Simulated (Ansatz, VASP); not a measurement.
# Nb2Si2O in VASP and in Ansatz

```
Nb Si O
1.0
     4.44000    0.00000    0.00000
     0.00000    4.44000    0.00000
     0.00000    0.00000    5.91006
Nb Si O
2 2 1
Direct
  0.00000 0.50000 0.50000
  0.50000 0.00000 0.50000
  0.00000 0.00000 0.00000
  0.00000 0.00000 0.50000
  0.50000 0.50000 0.50000
```

Alike in both runs: task relaxation of cell and atoms; functional PBE; k mesh 4 × 4 × 4; occupations gaussian, width 0.1 eV; no spin polarisation.

```csv
,VASP,Ansatz
version,VASP 6.6.1,Ansatz 0.2.0
potentials or method,"VASP PAW PBE potentials, release 64 (Nb_sv, Si, O), cutoff 600 eV","scalar-relativistic, plane waves, PAW"
valence electrons in the cell,40,40
```

VASP gave:

```
gap on the k mesh at the Fermi level, each at its own relaxed structure (eV) : none
relaxed volume (Å³/atom)                                                     : 19.27
relaxed cell length with the largest relative difference (Å)                 : 4.495
```

Problem. Which values does Ansatz return?

Solution. gap on the k mesh at the Fermi level, each at its own relaxed structure (eV): none; relaxed volume (Å³/atom): 19.28; relaxed cell length with the largest relative difference (Å): 4.500.

A gap of «none» marks a metal or a gap that the smearing closes.

Noted on VASP's run: the volume moved by over 15 % at a fixed basis, so the end points are rough.
